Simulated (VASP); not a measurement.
# Y (Fm-3m) in VASP: a series of runs

Y is run at these levels: LDA; tasks: electric field gradients.

Everything below comes from runs of VASP 6.6.1. Logs are shortened: lines on timing, memory, paths and dates and some standing lists are left out, and cuts for length are marked.

### Step 1. The cell of the first run

It takes space group Fm-3m (No. 225, cubic). Conventional cell: a = 5.003 Å, b = 5.003 Å, c = 5.003 Å, α = 90.00°, β = 90.00°, γ = 90.00°. Within 4.6 Å of Y (site symmetry m-3m) lie 12 Y at 3.54 Å.

### Step 2. Electric field gradients, LDA (volume scaled by 1.02)

Contents of INCAR:

```
SYSTEM = Y
PREC = Accurate
ENCUT = 520
EDIFF = 1E-8
ISMEAR = -1
SIGMA = 0.05
LREAL = .False.
LASPH = .True.
NELM = 80
ALGO = Normal
ISIF = 2
LWAVE = .False.
LCHARG = .False.
GGA = CA
LEFG = .True.
NBANDS = 12
```

Contents of KPOINTS:

```
regular mesh
0
Gamma
  13 13 13
  0 0 0
```

Contents of POSCAR:

```
Y
1.0
    0.0000000000      2.5014574333      2.5014574333
    2.5014574333      0.0000000000      2.5014574333
    2.5014574333      2.5014574333      0.0000000000
Y
1
Direct
    0.0000000000      0.0000000000      0.0000000000
```

Potentials or basis: VASP PAW LDA potentials, release 64 (Y_sv).

On the command line:

```
cat potpaw_LDA.64/Y_sv/POTCAR > POTCAR
mpirun -np 1 vasp_std > vasp.out
```

OUTCAR:

```text
SYSTEM = Y
   PREC = Accurate
   ENCUT = 520
   EDIFF = 1E-8
   ISMEAR = -1
   LREAL = .False.
   LASPH = .True.
   NELM = 80
   ISIF = 2
   GGA = CA

 ion  position               nearest neighbor table
   1  0.000  0.000  0.000-

  LATTYP: Found a face centered cubic cell.
 ALAT       =     5.0029148666

  Lattice vectors:

 A1 = (   0.0000000000,   2.5014574333,   2.5014574333)
 A2 = (   2.5014574333,   0.0000000000,   2.5014574333)
 A3 = (   2.5014574333,   2.5014574333,   0.0000000000)

Analysis of symmetry for initial positions (statically):
=====================================================================
 Subroutine PRICEL returns:
 Original cell was already a primitive cell.

 Routine SETGRP: Setting up the symmetry group for a
 face centered cubic supercell.

 Subroutine GETGRP returns: Found 48 space group operations
 (whereof 48 operations were pure point group operations)
 out of a pool of 48 trial point group operations.

The static configuration has the point symmetry O_h .

Analysis of symmetry for dynamics (positions and initial velocities):
=====================================================================
 Subroutine PRICEL returns:
 Original cell was already a primitive cell.

 Routine SETGRP: Setting up the symmetry group for a
 face centered cubic supercell.

 Subroutine GETGRP returns: Found 48 space group operations
 (whereof 48 operations were pure point group operations)
 out of a pool of 48 trial point group operations.

The dynamic configuration has the point symmetry O_h .

 Subroutine INISYM returns: Found 48 space group operations
 (whereof 48 operations are pure point group operations),
 and found     1 'primitive' translations

----------------------------------------------------------------------------------------

                                     Primitive cell

  volume of cell :      31.3047

  direct lattice vectors                    reciprocal lattice vectors
     0.000000000  2.501457433  2.501457433    -0.199883473  0.199883473  0.199883473
     2.501457433  0.000000000  2.501457433     0.199883473 -0.199883473  0.199883473
     2.501457433  2.501457433  0.000000000     0.199883473  0.199883473 -0.199883473

  length of vectors
     3.537595028  3.537595028  3.537595028     0.346208331  0.346208331  0.346208331

  position of ions in fractional coordinates (direct lattice)
     0.000000000  0.000000000  0.000000000

  ion indices of the primitive-cell ions
   primitive index   ion index
                 1           1

----------------------------------------------------------------------------------------

 KPOINTS: regular mesh

Automatic generation of k-mesh.
 Grid dimensions read from file:
 generate k-points for:   13   13   13

 Generating k-lattice:

  Cartesian coordinates                     Fractional coordinates (reciprocal lattice)
    -0.015375652  0.015375652  0.015375652     0.076923077  0.000000000  0.000000000
     0.015375652 -0.015375652  0.015375652     0.000000000  0.076923077  0.000000000
     0.015375652  0.015375652 -0.015375652     0.000000000  0.000000000  0.076923077

  Length of vectors
     0.026631410  0.026631410  0.026631410

  Shift w.r.t. Gamma in fractional coordinates (k-lattice)
     0.000000000  0.000000000  0.000000000

 Subroutine IBZKPT returns following result:
 ===========================================

 Found     84 irreducible k-points:

 Following reciprocal coordinates:
            Coordinates               Weight
  0.000000  0.000000  0.000000      1.000000
  0.076923  0.000000  0.000000      8.000000
  0.153846  0.000000  0.000000      8.000000
  0.230769  0.000000  0.000000      8.000000
  0.307692  0.000000  0.000000      8.000000
  0.384615  0.000000  0.000000      8.000000
[... 16 lines left out ...]
  0.384615  0.153846  0.000000     24.000000
  0.461538  0.153846  0.000000     24.000000
 [... further k-points ...]
   k-points           NKPTS =     84   k-points in BZ     NKDIM =     84   number of bands    NBANDS=     12
   number of dos      NEDOS =    301   number of ions     NIONS =      1
   total plane-waves  NPLWV =  21952
   dimension x,y,z NGX =    28 NGY =   28 NGZ =   28
   dimension x,y,z NGXF=    56 NGYF=   56 NGZF=   56
   ions per type =               1
   NGX,Y,Z   is equivalent  to a cutoff of  13.16, 13.16, 13.16 a.u.
   NGXF,Y,Z  is equivalent  to a cutoff of  26.32, 26.32, 26.32 a.u.
 SYSTEM =  Y
   PREC   = accura    normal or accurate (medium, high low for compatibility)
   ISTART =      0    job   : 0-new  1-cont  2-samecut
   ICHARG =      2    charge: 1-file 2-atom 10-const
   ISPIN  =      1    spin polarized calculation?
   LNONCOLLINEAR =      F non collinear calculations
   LSORBIT =      F    spin-orbit coupling
   LASPH  =      T    aspherical Exc in radial PAW
   ENCUT  =  520.0 eV  38.22 Ry    6.18 a.u.   6.58  6.58  6.58*2*pi/ulx,y,z
   NELM   =     80;   NELMIN=  2; NELMDL= -5     # of ELM steps
   EDIFF  = 0.1E-07   stopping-criterion for ELM
   LREAL  =      F    real-space projection
   EDIFFG = 0.1E-06   stopping-criterion for IOM
   NSW    =      0    number of steps for IOM
   IBRION =     -1    ionic relax: 0-MD 1-quasi-New 2-CG
   NFREE  =      0    steps in history (QN), initial steepest desc. (CG)
   ISIF   =      2    stress and relaxation
   ISYM   =      2    0-nonsym 1-usesym 2-fastsym
   POTIM  = 0.5000    time-step for ionic-motion
   TEBEG  =    0.0;   TEEND  =   0.0 temperature during run
   PSTRESS=    0.0 pullay stress
   NELECT =      11.0000    total number of electrons
   NUPDOWN=      -1.0000    fix difference up-down
   EMIN   =  10.00;   EMAX   =-10.00  energy-range for DOS
   EFERMI =   0.00;   METHOD = LEGACY
   ISMEAR =    -1;   SIGMA  =   0.05  broadening in eV -4-tet -1-fermi 0-gaus
   EFERMI_NEDOS =   21; number of points for ismear=-14 and -15
   IALGO  =     38    algorithm
   IMIX   =      4    mixing-type and parameters
     AMIX     =   0.40;   BMIX     =  1.00
     AMIX_MAG =   1.60;   BMIX_MAG =  1.00
  volume/ion in A,a.u.               =      31.30       211.25
  Fermi-wavevector in a.u.,A,eV,Ry     =   1.155232  2.183072 18.157810  1.334561
  Thomas-Fermi vector in A             =   2.291862
   LORBIT       =      0    0 simple, 1 ext, 2 COOP (PROOUT), +10 PAW based schemes
   GGA     = CA    functional components
   LHFCALC =     F    Hartree Fock is set to
   AEXX    =    0.0000 exact exchange contribution
   IVDW    =     0    specifies the selected vdW correction
   LEPSILON=     F    determine dielectric tensor
   LRPA    =     F    only Hartree local field effects (RPA)
 non-spin polarized calculation
  energy-cutoff  :      520.00
  volume of cell :       31.30
 maximum number of plane-waves:       877
   NGX = 13   NGY = 13   NGZ = 13

 number of electron      10.9999999 magnetization

 Free energy of the ion-electron system (eV)
  ---------------------------------------------------
  ext. energy  EPLUGINS =         0.00000000
  ---------------------------------------------------
  free energy    TOTEN  =        -6.92901103 eV

  energy without entropy =       -6.91694051  energy(sigma->0) =       -6.92297577

 E-fermi :   3.1118     XC(G=0):  -9.8273

 val. band max:        3.1098879892   @ k =   0.4615   0.2308   0.0769
 cond. band min:       3.1132804142   @ k =  -0.2308   0.3846   0.1538
 fundamental gap:      0.0033924250
 Fermi energy:         3.1117521838

 k-point     1 :       0.0000    0.0000    0.0000
  band No.  band energies     occupation
      1     -39.2434      2.00000
      2     -19.0285      2.00000
      3     -19.0285      2.00000
      4     -19.0285      2.00000
      5      -1.6849      2.00000
      6       4.8830      0.00000
      7       4.8830      0.00000
      8       4.8830      0.00000
      9       6.9734      0.00000
     10       6.9734      0.00000
     11      12.2661      0.00000
     12      15.6031      0.00000

 k-point     2 :       0.0769    0.0000    0.0000
  band No.  band energies     occupation
      1     -39.2389      2.00000
      2     -19.0685      2.00000
      3     -19.0335      2.00000
      4     -19.0335      2.00000
      5      -1.5299      2.00000
      6       4.7143      0.00000
      7       4.9556      0.00000
      8       4.9556      0.00000
      9       6.8923      0.00000
     10       6.8923      0.00000
     11      12.6176      0.00000
     12      14.9389      0.00000

 k-point     3 :       0.1538    0.0000    0.0000
  band No.  band energies     occupation
      1     -39.2263      2.00000
      2     -19.1778      2.00000
      3     -19.0472      2.00000
      4     -19.0472      2.00000
      5      -1.0898      2.00000
      6       4.3202      0.00000
      7       5.1127      0.00000
      8       5.1127      0.00000
      9       6.7617      0.00000
     10       6.7617      0.00000
     11      13.2922      0.00000
     12      14.0941      0.00000

 k-point     4 :       0.2308    0.0000    0.0000
  band No.  band energies     occupation
      1     -39.2086      2.00000
      2     -19.3280      2.00000
      3     -19.0665      2.00000
      4     -19.0665      2.00000
      5      -0.4437      2.00000
      6       3.9103      0.00000
      7       5.1642      0.00000
      8       5.1642      0.00000
      9       6.8662      0.00000
     10       6.8662      0.00000
     11      12.6466      0.00000
     12      14.7627      0.00000

 k-point     5 :       0.3077    0.0000    0.0000
  band No.  band energies     occupation
      1     -39.1897      2.00000
      2     -19.4830      2.00000
      3     -19.0869      2.00000
      4     -19.0869      2.00000
      5       0.2575      2.00000
      6       3.6658      0.00003
      7       5.0218      0.00000
      8       5.0218      0.00000
      9       7.3393      0.00000
     10       7.3393      0.00000
     11      11.8975      0.00000
     12      14.4596      0.00000
[... 228 lines left out ...]
      1     -39.2074      2.00000
      2     -19.2705      2.00000
      3     -19.1044      2.00000
      4     -19.0996      2.00000
      5      -0.4080      2.00000
      6       3.6991      0.00002
      7       5.2256      0.00000
      8       5.5653      0.00000
      9       5.9289      0.00000
     10       7.4120      0.00000
     11      14.2819      0.00000
     12      14.9363      0.00000

 k-point    22 :       0.3077    0.1538    0.0000
  band No.  band energies     occupation
      1     -39.1906      2.00000
      2     -19.3977      2.00000
      3     -19.1272      2.00000
      4     -19.1242      2.00000
      5       0.2424      2.00000
      6       3.4146      0.00467
      7       4.7447      0.00000
      8       5.6077      0.00000
      9       6.5455      0.00000
     10       7.7492      0.00000
     11      13.3578      0.00000
     12      15.3353      0.00000

 k-point    23 :       0.3846    0.1538    0.0000
  band No.  band energies     occupation
      1     -39.1742      2.00000
      2     -19.5178      2.00000
      3     -19.1558      2.00000
      4     -19.1431      2.00000
      5       0.9105      2.00000
      6       3.2719      0.07806
      7       4.3873      0.00000
      8       5.4729      0.00000
      9       7.3619      0.00000
     10       8.2447      0.00000
     11      12.3206      0.00000
     12      14.2745      0.00000

 k-point    24 :       0.4615    0.1538    0.0000
  band No.  band energies     occupation
      1     -39.1619      2.00000
      2     -19.6038      2.00000
      3     -19.1876      2.00000
      4     -19.1485      2.00000
      5       1.3931      2.00000
      6       3.2762      0.07196
      7       4.2733      0.00000
      8       5.2982      0.00000
      9       8.2501      0.00000
     10       8.5800      0.00000
     11      11.2352      0.00000
     12      13.5571      0.00000

 [... further k-points ...]
[... 5 lines left out ...]
  --------------------------------------------------------------------------------------
  -------------------------------------------------------------------------------------
  Total       -0.5109859     -0.5109859     -0.5109859      0.0000000      0.0000000     -0.0000000
  in kB      -26.1523175    -26.1523175    -26.1523175      0.0000000      0.0000000     -0.0000000
  external PRESSURE =     -26.1523175 kB  Pullay stress =       0.0000000 kB

 VOLUME and BASIS-vectors are now :
 -----------------------------------------------------------------------------
  energy-cutoff  :      520.00
  volume of cell :       31.30
      direct lattice vectors                 reciprocal lattice vectors
     0.000000000  2.501457433  2.501457433    -0.199883473  0.199883473  0.199883473
     2.501457433  0.000000000  2.501457433     0.199883473 -0.199883473  0.199883473
     2.501457433  2.501457433  0.000000000     0.199883473  0.199883473 -0.199883473

 POSITION                                       TOTAL-FORCE (eV/Angst)
 -----------------------------------------------------------------------------------
      0.00000      0.00000      0.00000         0.000000      0.000000      0.000000
 -----------------------------------------------------------------------------------
    total drift:                               -0.000000     -0.000000     -0.000000

  FREE ENERGIE OF THE ION-ELECTRON SYSTEM (eV)
  ---------------------------------------------------
  free  energy   TOTEN  =        -6.9290110320 eV

  energy  without entropy=       -6.9169405144  energy(sigma->0) =       -6.92297577

 Electric field gradients (V/A^2)
---------------------------------------------------------------------
 ion       V_xx      V_yy      V_zz      V_xy      V_xz      V_yz
---------------------------------------------------------------------
   1      -0.000    -0.000     0.000     0.000     0.000     0.000
---------------------------------------------------------------------

 Electric field gradients after diagonalization (V/A^2)
 (convention: |V_zz| > |V_xx| > |V_yy|)
----------------------------------------------------------------------
 ion       V_xx      V_yy      V_zz     asymmetry (V_yy - V_xx)/ V_zz
----------------------------------------------------------------------
   1      -0.000    -0.000     0.000       0.000
----------------------------------------------------------------------

           NMR quadrupolar parameters

 Cq : quadrupolar parameter    Cq=e*Q*V_zz/h
 eta: asymmetry parameters     (V_yy - V_xx)/ V_zz
 Q  : nuclear electric quadrupole moment in mb (millibarn)
----------------------------------------------------------------------
 ion       Cq(MHz)       eta       Q (mb)
----------------------------------------------------------------------
   1       0.000       0.000       1.000
----------------------------------------------------------------------
```

It took 27 s on 1 thread of Intel Xeon 6975P-C (Granite Rapids), shared host; peak memory 0.17 GiB.

What came out:

```yaml
Free_energy: -6.9290 eV
Pressure: -2.6 GPa
```

Caveat: without QUAD_EFG the Cq values of the log hold for a quadrupole moment of 1 mb, not for the nuclei.

(Continued in part 2 of 3.)
